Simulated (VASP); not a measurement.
# CaO (Amm2) in VASP: further runs

Runs on CaO. Level: PBEsol. Tasks: single point.

All numbers are computed with VASP 6.6.1; they aren't measurements. Logs are shortened: lines on timing, memory, paths and dates and some standing lists are left out, and cuts for length are marked.

### Step 1. The cell of the first run

It takes space group Amm2 (No. 38, orthorhombic). The conventional cell has a = 4.785 Å, b = 3.992 Å, c = 6.914 Å, α = 90.00°, β = 90.00°, γ = 90.00°. Ca (site symmetry mm2) has 5 O at 2.19 to 2.55 Å within 2.9 Å. Ca (site symmetry mm2) has 5 O at 2.05 to 2.44 Å within 2.7 Å. Within 2.7 Å of O (site symmetry mm2) lie 5 Ca at 2.05 to 2.44 Å. O (site symmetry mm2) has 5 Ca at 2.19 to 2.55 Å within 2.9 Å.

### Step 2. Single point, PBEsol

File INCAR:

```
ALGO = Normal
EDIFF = 1E-6
ENCUT = 520
GGA = PS
ISIF = 2
ISMEAR = 0
LASPH = T
LCHARG = T
LELF = T
LREAL = F
LVHAR = T
LWAVE = F
NBANDS = 24
NELM = 80
PREC = Accurate
SIGMA = 0.05
```

File KPOINTS:

```
k-points
0
Gamma
  9 9 6
```

File POSCAR:

```
CaO
1.0
    3.9919758245      0.0000000000      0.0000000000
   -1.9959879122      3.4571524753      0.0000000000
    0.0000000000      0.0000000000      4.7848400100
Ca O
2 2
Direct
    0.4056471817      0.7028235909      0.7500000000
    0.7389805151      0.3694902575      0.2500000000
    0.3333333333      0.6666666667      0.2500000000
    0.6666666667      0.3333333333      0.7500000000
```

Potentials or basis: VASP PAW PBE potentials, release 64 (Ca_sv, O).

Launch:

```bash
$ cat potpaw_PBE.64/Ca_sv/POTCAR potpaw_PBE.64/O/POTCAR > POTCAR
$ mpirun -np 1 vasp_std > vasp.out
```

OUTCAR:

```text
EDIFF = 1E-6
   ENCUT = 520
   GGA = PS
   ISIF = 2
   ISMEAR = 0
   LASPH = T
   LREAL = F
   NELM = 80
   PREC = Accurate

 ion  position               nearest neighbor table
   1  0.406  0.703  0.750-   4 2.19   4 2.19   3 2.41   3 2.41   4 2.55
   2  0.739  0.369  0.250-   3 2.05   4 2.41   4 2.41   3 2.44   3 2.44
   3  0.333  0.667  0.250-   2 2.05   1 2.41   1 2.41   2 2.44   2 2.44
   4  0.667  0.333  0.750-   1 2.19   1 2.19   2 2.41   2 2.41   1 2.55

  LATTYP: Found a hexagonal cell.
 ALAT       =     3.9919758245
 C/A-ratio  =     1.1986144757

  Lattice vectors:

 A1 = (   3.9919758245,   0.0000000000,   0.0000000000)
 A2 = (  -1.9959879122,   3.4571524753,   0.0000000000)
 A3 = (   0.0000000000,   0.0000000000,   4.7848400100)

Analysis of symmetry for initial positions (statically):
=====================================================================
 Subroutine PRICEL returns:
 Original cell was already a primitive cell.

 Routine SETGRP: Setting up the symmetry group for a
 hexagonal supercell.

 Subroutine GETGRP returns: Found  4 space group operations
 (whereof  2 operations were pure point group operations)
 out of a pool of 24 trial point group operations.

The static configuration has the point symmetry C_1h.
 The point group associated with its full space group is C_2v.

Analysis of symmetry for dynamics (positions and initial velocities):
=====================================================================
 Subroutine PRICEL returns:
 Original cell was already a primitive cell.

 Routine SETGRP: Setting up the symmetry group for a
 hexagonal supercell.

 Subroutine GETGRP returns: Found  4 space group operations
 (whereof  2 operations were pure point group operations)
 out of a pool of 24 trial point group operations.

The dynamic configuration has the point symmetry C_1h.
 The point group associated with its full space group is C_2v.

 Subroutine INISYM returns: Found  4 space group operations
 (whereof  2 operations are pure point group operations),
 and found     1 'primitive' translations

----------------------------------------------------------------------------------------

[... 91 lines left out ...]
   LNONCOLLINEAR =      F non collinear calculations
   LSORBIT =      F    spin-orbit coupling
   LASPH  =      T    aspherical Exc in radial PAW
   ENCUT  =  520.0 eV  38.22 Ry    6.18 a.u.   7.42  7.42  8.90*2*pi/ulx,y,z
   NELM   =     80;   NELMIN=  2; NELMDL= -5     # of ELM steps
   EDIFF  = 0.1E-05   stopping-criterion for ELM
   LREAL  =      F    real-space projection
   EDIFFG = 0.1E-04   stopping-criterion for IOM
   NSW    =      0    number of steps for IOM
   IBRION =     -1    ionic relax: 0-MD 1-quasi-New 2-CG
   NFREE  =      0    steps in history (QN), initial steepest desc. (CG)
   ISIF   =      2    stress and relaxation
   ISYM   =      2    0-nonsym 1-usesym 2-fastsym
   POTIM  = 0.5000    time-step for ionic-motion
   TEBEG  =    0.0;   TEEND  =   0.0 temperature during run
   PSTRESS=    0.0 pullay stress
   NELECT =      32.0000    total number of electrons
   NUPDOWN=      -1.0000    fix difference up-down
   EMIN   =  10.00;   EMAX   =-10.00  energy-range for DOS
   EFERMI =   0.00;   METHOD = LEGACY
   ISMEAR =     0;   SIGMA  =   0.05  broadening in eV -4-tet -1-fermi 0-gaus
   EFERMI_NEDOS =   21; number of points for ismear=-14 and -15
   IALGO  =     38    algorithm
   IMIX   =      4    mixing-type and parameters
     AMIX     =   0.40;   BMIX     =  1.00
     AMIX_MAG =   1.60;   BMIX_MAG =  1.00
  volume/ion in A,a.u.               =      16.51       111.41
  Fermi-wavevector in a.u.,A,eV,Ry     =   1.285879  2.429960 22.497037  1.653486
  Thomas-Fermi vector in A             =   2.417987
   LORBIT       =      0    0 simple, 1 ext, 2 COOP (PROOUT), +10 PAW based schemes
   GGA     = PS    functional components
   LHFCALC =     F    Hartree Fock is set to
   AEXX    =    0.0000 exact exchange contribution
   IVDW    =     0    specifies the selected vdW correction
   LEPSILON=     F    determine dielectric tensor
   LRPA    =     F    only Hartree local field effects (RPA)
 non-spin polarized calculation
 Gauss-broadening in eV      SIGMA  =   0.05
  energy-cutoff  :      520.00
  volume of cell :       66.03
 maximum number of plane-waves:      1811
 NGX is ok and might be reduce to    30
   NGX = 15   NGY = 15   NGZ = 17

 number of electron      31.9999989 magnetization

 Free energy of the ion-electron system (eV)
  ---------------------------------------------------
  ext. energy  EPLUGINS =         0.00000000
  ---------------------------------------------------
  free energy    TOTEN  =       -26.07978160 eV

  energy without entropy =      -26.07978160  energy(sigma->0) =      -26.07978160

 E-fermi :   1.2330     XC(G=0):  -9.6278

 val. band max:        1.0198919984   @ k =   0.0000   0.0000   0.0000
 cond. band min:       4.1400106302   @ k =   0.0000   0.0000   0.0000
 fundamental gap:      3.1201186318
 Fermi energy:         1.2330319540

 k-point     1 :       0.0000    0.0000    0.0000
  band No.  band energies     occupation
      1     -36.1759      2.00000
      2     -36.0300      2.00000
      3     -17.6151      2.00000
      4     -17.4902      2.00000
      5     -17.3701      2.00000
      6     -17.2391      2.00000
[... 637 lines left out ...]
     23       9.3976      0.00000
     24       9.7274      0.00000

 [... further k-points ...]

------------------------ aborting loop because EDIFF is reached ----------------------------------------

  FORCE on cell =-STRESS in cart. coord.  units (eV):
  Direction    XX          YY          ZZ          XY          YZ          ZX
  --------------------------------------------------------------------------------------
  -------------------------------------------------------------------------------------
  Total        1.1986390      0.7306902     -0.9700199      0.4052555      0.0000000      0.0000000
  in kB       29.0820581     17.7284197    -23.5351706      9.8325393      0.0000000      0.0000000
  external PRESSURE =       7.7584357 kB  Pullay stress =       0.0000000 kB

 VOLUME and BASIS-vectors are now :
 -----------------------------------------------------------------------------
  energy-cutoff  :      520.00
  volume of cell :       66.03
      direct lattice vectors                 reciprocal lattice vectors
     3.991975824  0.000000000  0.000000000     0.250502519  0.144627697  0.000000000
    -1.995987912  3.457152475  0.000000000     0.000000000  0.289255394  0.000000000
     0.000000000  0.000000000  4.784840010     0.000000000  0.000000000  0.208993404

 POSITION                                       TOTAL-FORCE (eV/Angst)
 -----------------------------------------------------------------------------------
      0.21651      2.42977      3.58863        -0.960721     -0.554672      0.000000
      2.21249      1.27738      1.19621        -1.808300     -1.044022      0.000000
     -0.00000      2.30477      1.19621         1.777671      1.026339      0.000000
      1.99599      1.15238      3.58863         0.991350      0.572356      0.000000
 -----------------------------------------------------------------------------------
    total drift:                               -0.000689     -0.000398     -0.000000

  FREE ENERGIE OF THE ION-ELECTRON SYSTEM (eV)
  ---------------------------------------------------
  free  energy   TOTEN  =       -26.0797816021 eV

  energy  without entropy=      -26.0797816021  energy(sigma->0) =      -26.07978160
```

Wall time 64 s (1 thread of Intel Xeon 6975P-C (Granite Rapids), shared host); peak memory 0.26 GiB.

What came out:

```
Free energy            : -26.0798 eV
Pressure               : 0.8 GPa
Largest force          : 2.088 eV/Å
Band gap on the k mesh : 3.12 eV
```

Forces in eV/Å, atoms in the order of the input:
```
Ca  -0.961 -0.555  0.000
Ca  -1.808 -1.044  0.000
O    1.778  1.026  0.000
O    0.991  0.572  0.000
```

Caveat: the cell differs from its parent crystal (all Ca atoms moved -0.250 Å, as atom 1 towards its neighbour atom 4 (O) at 2.305 Å); the PAW data sets were made with another functional, which shifts forces and pressure a little; an odd mesh through Γ misses points on the zone boundary, where band edges can lie.

### Step 3. Single point, PBEsol

File INCAR:

```
  PREC = Accurate
  ENCUT = 520
  EDIFF = 1E-6
  ISMEAR = 0
  SIGMA = 0.05
  LREAL = False
  LASPH = True
  NELM = 60
  ALGO = Normal
  ISIF = 2
  LWAVE = False
  LCHARG = False
  GGA = PS
  NBANDS = 24
```

File KPOINTS:

```
regular mesh
0
Gamma
  9 9 6
```

POSCAR: that of step 2 with these lines changed.

```diff
@@ -8,4 +8,4 @@
 Direct
-    0.4056471817      0.7028235909      0.7500000000
-    0.7389805151      0.3694902575      0.2500000000
+    0.2067840986      0.6033920493      0.7500000000
+    0.5401174320      0.2700587160      0.2500000000
     0.3333333333      0.6666666667      0.2500000000
```

Potentials or basis: VASP PAW PBE potentials, release 64 (Ca_sv, O).

Launch:

```bash
$ cat potpaw_PBE.64/Ca_sv/POTCAR potpaw_PBE.64/O/POTCAR > POTCAR
$ mpirun -np 1 vasp_std > vasp.out
```

Run time: 81 s. Hardware: 1 thread of Intel Xeon 6975P-C (Granite Rapids), shared host; peak memory 0.26 GiB.

The run converged. Its results:

| Quantity | Value |
| --- | --- |
| Free energy | -25.1442 eV |
| Pressure | 6.9 GPa |
| Largest force | 5.448 eV/Å |
| Band gap on the k mesh | 3.10 eV (least direct gap 3.26 eV) |

Forces on the atoms (eV/Å):
```
Ca   4.718  2.724  0.000
Ca   1.468  0.847  0.000
O   -1.549 -0.894  0.000
O   -4.637 -2.677  0.000
```

Stress tensor (GPa, compression positive):
```
14.00  4.07  0.00
 4.07  9.30  0.00
 0.00  0.00 -2.62
```

Levels at points of the mesh, in eV from the valence-band top:
```tsv
k point	band 14	band 15	band 16	band 17	band 18	band 19
(0.00, 0.00, 0.00)	-0.59	-0.46	-0.16	3.10	6.47	7.18
(0.00, 0.00, 0.50)	-0.80	-0.57	-0.54	4.85	4.91	7.64
```

Caveat: the cell differs from its parent crystal (all Ca atoms moved +0.438 Å, as atom 1 towards its neighbour atom 4 (O) at 2.305 Å); the cell stands under pressure; the PAW data sets were made with another functional, which shifts forces and pressure a little; an odd mesh through Γ misses points on the zone boundary, where band edges can lie.

### Step 4. Single point, PBEsol

File INCAR:

```
SYSTEM = CaO
  PREC = Accurate
  ENCUT = 520
  EDIFF = 1E-6
  ISMEAR = 0
  SIGMA = 0.05
  LREAL = .False.
  LASPH = .True.
  NELM = 100
  ALGO = Normal
  ISIF = 2
  LWAVE = .False.
  LCHARG = .False.
  GGA = PS
  NBANDS = 24
```

File KPOINTS:

```
regular mesh
0
Gamma
  9 9 6
  0 0 0
```

POSCAR: that of step 3 with these lines changed.

```diff
@@ -8,4 +8,4 @@
 Direct
-    0.2067840986      0.6033920493      0.7500000000
-    0.5401174320      0.2700587160      0.2500000000
+    0.2429410228      0.6214705114      0.7500000000
+    0.5762743562      0.2881371781      0.2500000000
     0.3333333333      0.6666666667      0.2500000000
```

Launch:

```bash
$ cat potpaw_PBE.64/Ca_sv/POTCAR potpaw_PBE.64/O/POTCAR > POTCAR
$ mpirun -np 1 vasp_std > vasp.out
```

Run time: 72 s. Hardware: 1 thread of Intel Xeon 6975P-C (Granite Rapids), shared host; peak memory 0.26 GiB.

It converged, with:

```yaml
Free_energy: -25.8470 eV
Pressure: 2.3 GPa
Largest_force: 2.958 eV/Å
Band_gap_on_the_k_mesh: 3.16 eV
```

Forces in eV/Å, atoms in the order of the input:
```
Ca   2.561  1.479  0.000
Ca   1.147  0.662  0.000
O   -1.193 -0.689  0.000
O   -2.516 -1.452  0.000
```

Stress tensor (GPa, compression positive):
```
 5.73  1.69  0.00
 1.69  3.78  0.00
 0.00  0.00 -2.51
```

Levels at points of the mesh, in eV from the valence-band top:
```csv
k point,band 12,band 13,band 14,band 15,band 16,band 17,band 18,band 19,band 20,band 21
"(0.00, 0.00, 0.00)",-0.96,-0.88,-0.77,-0.70,0.00,3.16,6.39,6.80,7.52,7.96
"(0.00, 0.00, 0.50)",-1.32,-1.13,-0.95,-0.82,-0.78,4.96,4.97,7.82,7.83,7.84
```

Caveat: the cell differs from its parent crystal (all Ca atoms moved +0.312 Å, as atom 1 towards its neighbour atom 4 (O) at 2.305 Å); the PAW data sets were made with another functional, which shifts forces and pressure a little; an odd mesh through Γ misses points on the zone boundary, where band edges can lie.

### Step 5. Summary

```csv
cell,gap on the mesh (eV),pressure (GPa),largest force (eV/Å)
"as given, atomic positions A",3.12,0.8,2.09
"as given, atomic positions B",3.10,6.9,5.45
"as given, atomic positions C",3.16,2.3,2.96
```

Alike in all rows: task single point; level PBEsol; potentials or basis VASP PAW PBE potentials, release 64 (Ca_sv, O); no spin polarisation; k mesh 9 × 9 × 6; cutoff (eV) 520; smearing gaussian 0.05 eV.

Caveats: the PAW data sets were made with another functional, which shifts forces and pressure a little; an odd mesh through Γ misses points on the zone boundary, where band edges can lie; the cell stands under pressure (at least some runs).

Absolute energies hang on the potentials; compare differences alone.
